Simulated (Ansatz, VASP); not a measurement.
## Y in VASP and in Ansatz

The input INCAR:

```
ALGO = Fast
EDIFF = 1E-7
ENCUT = 520
GGA = PS
ISIF = 2
ISMEAR = 0
LASPH = T
LCHARG = T
LELF = T
LREAL = F
LVHAR = T
LWAVE = F
NBANDS = 12
NELM = 100
PREC = Accurate
SIGMA = 0.15
```

File KPOINTS:

```
k-points
0
Gamma
  18 18 18
```

File POSCAR:

```
Y
1.0
    0.0000000000      2.1708474549      3.2562711823
    2.1708474549      0.0000000000      3.2562711823
    2.1708474549      2.1708474549      0.0000000000
Y
1
Direct
    0.0000000000      0.0000000000      0.0000000000
```

Input for Ansatz:

```yaml
crystal:
  lattice:
    - [0.0, 2.1708474549, 3.2562711823]
    - [2.1708474549, 0.0, 3.2562711823]
    - [2.1708474549, 2.1708474549, 0.0]
  atoms:
    - { symbol: "Y", position: [0.0, 0.0, 0.0] }
basis:
  ecutwfc: 420
kpoints:
  mp_grid: { grid: [18, 18, 18] }
hamiltonian:
  xc: pbesol
scf:
  occupations: { method: gaussian, width: 0.15 }
output:
  forces: true
  stress: true
  eigenvalues: true
```

Alike in both runs: task single point; functional PBEsol; k mesh 18 × 18 × 18; occupations gaussian, width 0.15 eV; no spin polarisation.

```csv
,VASP,Ansatz
version,VASP 6.6.1,Ansatz 0.2.0
potentials or method,"VASP PAW PBE potentials, release 64 (Y_sv), cutoff 520 eV","scalar-relativistic, plane waves, PAW"
valence electrons in the cell,11,11
```

VASP gave:

- gap on the k mesh at the Fermi level (eV): none
- pressure (GPa): 1.1
- traceless stress, the component that is largest in VASP (GPa): -11.27

Question: Which values does Ansatz return?

Answer: gap on the k mesh at the Fermi level (eV): none; pressure (GPa): 1.2; traceless stress, the component that is largest in VASP (GPa): -11.25.

VASP's potentials were made for PBE, not for PBEsol. A gap of «none» marks a metal or a gap that the smearing closes. The functional is the same, so the differences come from potentials, cutoffs and numerics.
